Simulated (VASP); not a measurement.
# NaF (Fm-3m) in VASP: single point with HSE06

Aim: the single point of NaF with HSE06.

All numbers are computed with VASP 6.6.1; they aren't measurements. Logs are shortened: lines on timing, memory, paths and dates and some standing lists are left out, and cuts for length are marked.

### 1 The cell of the first run

Symmetry: Fm-3m, No. 225, cubic system. Conventional cell: a = 4.594 Å, b = 4.594 Å, c = 4.594 Å, α = 90.00°, β = 90.00°, γ = 90.00°. Na (site symmetry m-3m) has 6 F at 2.30 Å within 3.0 Å. Within 3.0 Å of F (site symmetry m-3m) lie 6 Na at 2.30 Å.

### 2 Single point, HSE06

Input file POSCAR:

```
NaF
1.0
    0.0000000000      2.2971680799      2.2971680799
    2.2971680799      0.0000000000      2.2971680799
    2.2971680799      2.2971680799      0.0000000000
Na F
1 1
Direct
    0.0000000000      0.0000000000      0.0000000000
    0.5000000000      0.5000000000      0.5000000000
```

Input file INCAR.step1:

```
SYSTEM = NaF
PREC = Accurate
ENCUT = 520
EDIFF = 1E-5
ISMEAR = 0
SIGMA = 0.01
LREAL = .FALSE.
LASPH = .TRUE.
NELM = 80
ALGO = Normal
ISIF = 2
LWAVE = .TRUE.
LCHARG = .FALSE.
NBANDS = 14
GGA = PE
```

Input file INCAR.step2:

```
SYSTEM = NaF
PREC = Accurate
ENCUT = 520
EDIFF = 1E-7
ISMEAR = 0
SIGMA = 0.01
LREAL = .FALSE.
LASPH = .TRUE.
NELM = 80
ALGO = Normal
ISIF = 2
LWAVE = .FALSE.
LCHARG = .FALSE.
GGA = PE
LHFCALC = .TRUE.
HFSCREEN = 0.2079
PRECFOCK = Normal
NBANDS = 14
ISTART = 1
```

Input file KPOINTS:

```
Automatic mesh
0
G
  6 6 6
  0 0 0
```

Potentials or basis: VASP PAW PBE potentials, release 64 (Na_pv, F).

Launch:

```bash
cat potpaw_PBE.64/Na_pv/POTCAR potpaw_PBE.64/F/POTCAR > POTCAR
cp INCAR.step1 INCAR
mpirun -np 1 vasp_std > vasp.out
cp INCAR.step2 INCAR
mpirun -np 1 vasp_std > vasp.out
```

OUTCAR:

```text
SYSTEM = NaF
   PREC = Accurate
   ENCUT = 520
   EDIFF = 1E-7
   ISMEAR = 0
   LREAL = .FALSE.
   LASPH = .TRUE.
   NELM = 80
   ISIF = 2
   GGA = PE
   LHFCALC = .TRUE.
   HFSCREEN = 0.2079
   PRECFOCK = Normal
   ISTART = 1

 ion  position               nearest neighbor table
   1  0.000  0.000  0.000-   2 2.30   2 2.30   2 2.30   2 2.30   2 2.30   2 2.30
   2  0.500  0.500  0.500-   1 2.30   1 2.30   1 2.30   1 2.30   1 2.30   1 2.30

  LATTYP: Found a face centered cubic cell.
 ALAT       =     4.5943361598

  Lattice vectors:

 A1 = (   0.0000000000,   2.2971680799,   2.2971680799)
 A2 = (   2.2971680799,   0.0000000000,   2.2971680799)
 A3 = (   2.2971680799,   2.2971680799,   0.0000000000)

Analysis of symmetry for initial positions (statically):
=====================================================================
 Subroutine PRICEL returns:
 Original cell was already a primitive cell.

 Routine SETGRP: Setting up the symmetry group for a
 face centered cubic supercell.

 Subroutine GETGRP returns: Found 48 space group operations
 (whereof 48 operations were pure point group operations)
 out of a pool of 48 trial point group operations.

The static configuration has the point symmetry O_h .

Analysis of symmetry for dynamics (positions and initial velocities):
=====================================================================
 Subroutine PRICEL returns:
 Original cell was already a primitive cell.

 Routine SETGRP: Setting up the symmetry group for a
 face centered cubic supercell.

 Subroutine GETGRP returns: Found 48 space group operations
 (whereof 48 operations were pure point group operations)
 out of a pool of 48 trial point group operations.

The dynamic configuration has the point symmetry O_h .

 Subroutine INISYM returns: Found 48 space group operations
 (whereof 48 operations are pure point group operations),
 and found     1 'primitive' translations

----------------------------------------------------------------------------------------

                                     Primitive cell

  volume of cell :      24.2442

  direct lattice vectors                    reciprocal lattice vectors
     0.000000000  2.297168080  2.297168080    -0.217659302  0.217659302  0.217659302
     2.297168080  0.000000000  2.297168080     0.217659302 -0.217659302  0.217659302
     2.297168080  2.297168080  0.000000000     0.217659302  0.217659302 -0.217659302

  length of vectors
     3.248686254  3.248686254  3.248686254     0.376996969  0.376996969  0.376996969

  position of ions in fractional coordinates (direct lattice)
     0.000000000  0.000000000  0.000000000
     0.500000000  0.500000000  0.500000000

  ion indices of the primitive-cell ions
   primitive index   ion index
                 1           1
                 2           2

----------------------------------------------------------------------------------------

 KPOINTS: Automatic mesh

Automatic generation of k-mesh.
 Grid dimensions read from file:
 generate k-points for:    6    6    6

 Generating k-lattice:

  Cartesian coordinates                     Fractional coordinates (reciprocal lattice)
    -0.036276550  0.036276550  0.036276550     0.166666667  0.000000000  0.000000000
     0.036276550 -0.036276550  0.036276550     0.000000000  0.166666667  0.000000000
     0.036276550  0.036276550 -0.036276550     0.000000000  0.000000000  0.166666667

  Length of vectors
     0.062832828  0.062832828  0.062832828

  Shift w.r.t. Gamma in fractional coordinates (k-lattice)
     0.000000000  0.000000000  0.000000000

 Subroutine IBZKPT returns following result:
 ===========================================

 Found     16 irreducible k-points:

 Following reciprocal coordinates:
            Coordinates               Weight
  0.000000  0.000000  0.000000      1.000000
  0.166667  0.000000  0.000000      8.000000
  0.333333  0.000000  0.000000      8.000000
  0.500000  0.000000  0.000000      4.000000
  0.166667  0.166667  0.000000      6.000000
  0.333333  0.166667  0.000000     24.000000
[... 8 lines left out ...]
 -0.333333  0.333333  0.166667     24.000000
 -0.333333  0.500000  0.166667     12.000000
   k-points           NKPTS =     16   k-points in BZ     NKDIM =    216   number of bands    NBANDS=     14
   number of dos      NEDOS =    301   number of ions     NIONS =      2
   total plane-waves  NPLWV =  13824
   dimension x,y,z NGX =    24 NGY =   24 NGZ =   24
   dimension x,y,z NGXF=    48 NGYF=   48 NGZF=   48
   ions per type =               1   1
   NGX,Y,Z   is equivalent  to a cutoff of  12.28, 12.28, 12.28 a.u.
   NGXF,Y,Z  is equivalent  to a cutoff of  24.56, 24.56, 24.56 a.u.
 SYSTEM =  NaF
   PREC   = accura    normal or accurate (medium, high low for compatibility)
   ISTART =      1    job   : 0-new  1-cont  2-samecut
   ICHARG =      0    charge: 1-file 2-atom 10-const
   ISPIN  =      1    spin polarized calculation?
   LNONCOLLINEAR =      F non collinear calculations
   LSORBIT =      F    spin-orbit coupling
   LASPH  =      T    aspherical Exc in radial PAW
   ENCUT  =  520.0 eV  38.22 Ry    6.18 a.u.   6.04  6.04  6.04*2*pi/ulx,y,z
   NELM   =     80;   NELMIN=  2; NELMDL=  0     # of ELM steps
   EDIFF  = 0.1E-06   stopping-criterion for ELM
   LREAL  =      F    real-space projection
   EDIFFG = 0.1E-05   stopping-criterion for IOM
   NSW    =      0    number of steps for IOM
   IBRION =     -1    ionic relax: 0-MD 1-quasi-New 2-CG
   NFREE  =      0    steps in history (QN), initial steepest desc. (CG)
   ISIF   =      2    stress and relaxation
   ISYM   =      3    0-nonsym 1-usesym 2-fastsym
   POTIM  = 0.5000    time-step for ionic-motion
   TEBEG  =    0.0;   TEEND  =   0.0 temperature during run
   PSTRESS=    0.0 pullay stress
   NELECT =      14.0000    total number of electrons
   NUPDOWN=      -1.0000    fix difference up-down
   EMIN   =  10.00;   EMAX   =-10.00  energy-range for DOS
   EFERMI =   0.00;   METHOD = LEGACY
   ISMEAR =     0;   SIGMA  =   0.01  broadening in eV -4-tet -1-fermi 0-gaus
   EFERMI_NEDOS =   21; number of points for ismear=-14 and -15
   IALGO  =     38    algorithm
   IMIX   =      1    mixing-type and parameters
     AMIX     =   0.40;   BMIX     =  1.00
     AMIX_MAG =   1.60;   BMIX_MAG =  1.00
  volume/ion in A,a.u.               =      12.12        81.80
  Fermi-wavevector in a.u.,A,eV,Ry     =   1.363269  2.576204 25.286442  1.858501
  Thomas-Fermi vector in A             =   2.489686
   LORBIT       =      0    0 simple, 1 ext, 2 COOP (PROOUT), +10 PAW based schemes
   GGA     = PE    functional components
   LHFCALC =     T    Hartree Fock is set to
   PRECFOCK=normal    Normal, Fast or Accurate (Low or Medium for compatibility)
   ENCUT4O =  -1.0   cutoff for four orbital integrals eV
   NKREDX  =     1    reduce k-point grid by
   NKREDY  =     1    reduce k-point grid by
   NKREDZ  =     1    reduce k-point grid by
   AEXX    =    0.2500 exact exchange contribution
   HFSCREEN=    0.2079 screening length (either q_TF or 0.3 A-1)
   HFSCREENC=   0.2079 screening length for correlation (either q_TF or 0.3 A-1)
   ENCUTFOCK=  -1.0 apply spherical cutoff to Coloumb kernel
   IVDW    =     0    specifies the selected vdW correction
   LEPSILON=     F    determine dielectric tensor
   LRPA    =     F    only Hartree local field effects (RPA)
 non-spin polarized calculation
 Gauss-broadening in eV      SIGMA  =   0.01
  energy-cutoff  :      520.00
  volume of cell :       24.24
 maximum number of plane-waves:       660
  NGX = 20; NGY = 20; NGZ = 20

 number of electron      13.9999992 magnetization

 Free energy of the ion-electron system (eV)
  ---------------------------------------------------
  ext. energy  EPLUGINS =         0.00000000
  ---------------------------------------------------
  free energy    TOTEN  =       -10.30835882 eV

  energy without entropy =      -10.30835882  energy(sigma->0) =      -10.30835882

 E-fermi :  -3.5635     XC(G=0):  -7.6041

 val. band max:       -3.6568805546   @ k =   0.0000   0.0000   0.0000
 cond. band min:       4.9472278474   @ k =   0.0000   0.0000   0.0000
 fundamental gap:      8.6041084019
 Fermi energy:        -3.5634533268

 k-point     1 :       0.0000    0.0000    0.0000
  band No.  band energies     occupation
      1     -24.4321      2.00000
      2     -23.9465      2.00000
      3     -23.9465      2.00000
      4     -23.9465      2.00000
      5      -3.6569      2.00000
      6      -3.6569      2.00000
      7      -3.6569      2.00000
      8       4.9472      0.00000
      9      17.9000      0.00000
     10      17.9000      0.00000
     11      17.9000      0.00000
     12      20.5676      0.00000
     13      23.2380      0.00000
     14      23.2380      0.00000

 k-point     2 :       0.1667    0.0000    0.0000
  band No.  band energies     occupation
      1     -24.6581      2.00000
      2     -23.9493      2.00000
      3     -23.9493      2.00000
      4     -23.6801      2.00000
      5      -4.1513      2.00000
      6      -3.7288      2.00000
      7      -3.7288      2.00000
      8       5.8994      0.00000
      9      15.3230      0.00000
     10      18.3431      0.00000
     11      18.3431      0.00000
     12      22.3892      0.00000
     13      22.3892      0.00000
     14      23.3075      0.00000

 k-point     3 :       0.3333    0.0000    0.0000
  band No.  band energies     occupation
      1     -24.9055      2.00000
      2     -23.9549      2.00000
      3     -23.9549      2.00000
      4     -23.3501      2.00000
      5      -4.9781      2.00000
      6      -3.8697      2.00000
      7      -3.8697      2.00000
      8       7.9623      0.00000
      9      12.8357      0.00000
     10      19.0508      0.00000
     11      19.0508      0.00000
     12      21.9326      0.00000
     13      21.9326      0.00000
     14      23.2942      0.00000

 k-point     4 :       0.5000    0.0000    0.0000
  band No.  band energies     occupation
      1     -24.9960      2.00000
      2     -23.9576      2.00000
      3     -23.9576      2.00000
      4     -23.2178      2.00000
      5      -5.3385      2.00000
      6      -3.9388      2.00000
      7      -3.9388      2.00000
      8       9.5099      0.00000
      9      11.4145      0.00000
     10      19.1894      0.00000
     11      19.1895      0.00000
     12      22.2299      0.00000
     13      22.2299      0.00000
     14      22.9300      0.00000

 k-point     5 :       0.1667    0.1667    0.0000
  band No.  band energies     occupation
      1     -24.6480      2.00000
      2     -23.9600      2.00000
      3     -23.9600      2.00000
      4     -23.6673      2.00000
      5      -4.2094      2.00000
      6      -3.7768      2.00000
      7      -3.7768      2.00000
      8       6.1969      0.00000
      9      15.0452      0.00000
     10      18.2269      0.00000
     11      18.2269      0.00000
[... 140 lines left out ...]
 k-point    14 :       0.5000    0.3333    0.1667
  band No.  band energies     occupation
      1     -24.7366      2.00000
      2     -24.0075      2.00000
      3     -23.9800      2.00000
      4     -23.4676      2.00000
      5      -4.8964      2.00000
      6      -4.2226      2.00000
      7      -4.0243      2.00000
      8       9.6126      0.00000
      9      12.5145      0.00000
     10      16.0682      0.00000
     11      17.9776      0.00000
     12      20.4957      0.00000
     13      23.5417      0.00000
     14      26.7158      0.00000

 k-point    15 :      -0.3333    0.3333    0.1667
  band No.  band energies     occupation
      1     -24.7106      2.00000
      2     -24.0241      2.00000
      3     -23.9999      2.00000
      4     -23.4549      2.00000
      5      -4.8639      2.00000
      6      -4.4394      2.00000
      7      -4.1076      2.00000
      8      11.2057      0.00000
      9      11.7878      0.00000
     10      15.2063      0.00000
     11      17.1776      0.00000
     12      21.8191      0.00000
     13      22.5902      0.00000
     14      27.4993      0.00000

 k-point    16 :      -0.3333    0.5000    0.1667
  band No.  band energies     occupation
      1     -24.5081      2.00000
      2     -24.0685      2.00000
      3     -24.0237      2.00000
      4     -23.6192      2.00000
      5      -4.8142      2.00000
      6      -4.3562      2.00000
      7      -4.2318      2.00000
      8      11.9969      0.00000
      9      12.0679      0.00000
     10      13.6313      0.00000
     11      16.9202      0.00000
     12      20.7116      0.00000
     13      25.3497      0.00000
     14      25.5451      0.00000

------------------------ aborting loop because EDIFF is reached ----------------------------------------

  FORCE on cell =-STRESS in cart. coord.  units (eV):
  Direction    XX          YY          ZZ          XY          YZ          ZX
  --------------------------------------------------------------------------------------
  -------------------------------------------------------------------------------------
  Total        0.2480446      0.2480446      0.2480446      0.0000000      0.0000000      0.0000000
  in kB       16.3920029     16.3920029     16.3920029      0.0000000      0.0000000      0.0000000
  external PRESSURE =      16.3920029 kB  Pullay stress =       0.0000000 kB

 VOLUME and BASIS-vectors are now :
 -----------------------------------------------------------------------------
  energy-cutoff  :      520.00
  volume of cell :       24.24
      direct lattice vectors                 reciprocal lattice vectors
     0.000000000  2.297168080  2.297168080    -0.217659302  0.217659302  0.217659302
     2.297168080  0.000000000  2.297168080     0.217659302 -0.217659302  0.217659302
     2.297168080  2.297168080  0.000000000     0.217659302  0.217659302 -0.217659302

 POSITION                                       TOTAL-FORCE (eV/Angst)
 -----------------------------------------------------------------------------------
      0.00000      0.00000      0.00000         0.000000     -0.000000      0.000000
      2.29717      2.29717      2.29717        -0.000000      0.000000     -0.000000
 -----------------------------------------------------------------------------------
    total drift:                                0.000004      0.000006      0.000006

  FREE ENERGIE OF THE ION-ELECTRON SYSTEM (eV)
  ---------------------------------------------------
  free  energy   TOTEN  =       -10.3083588168 eV

  energy  without entropy=      -10.3083588168  energy(sigma->0) =      -10.30835882
```

Wall time 28 min (1 thread of AMD EPYC, shared host); peak memory 0.21 GiB.

What came out:

```
Free energy            : -10.3084 eV
Pressure               : 1.6 GPa
Band gap on the k mesh : 8.60 eV
```

Levels at points of the mesh, in eV from the valence-band top:
| k point | band 5 | band 6 | band 7 | band 8 | band 9 | band 10 |
| --- | --- | --- | --- | --- | --- | --- |
| (0.00, 0.00, 0.00) | 0.00 | 0.00 | 0.00 | 8.60 | 21.56 | 21.56 |
| (0.50, 0.00, 0.00) | -1.68 | -0.28 | -0.28 | 13.17 | 15.07 | 22.85 |
| (0.50, 0.50, 0.00) | -1.36 | -0.44 | -0.44 | 15.59 | 15.74 | 16.25 |

Caveat: the PAW data sets were made with another functional, which shifts forces and pressure a little.
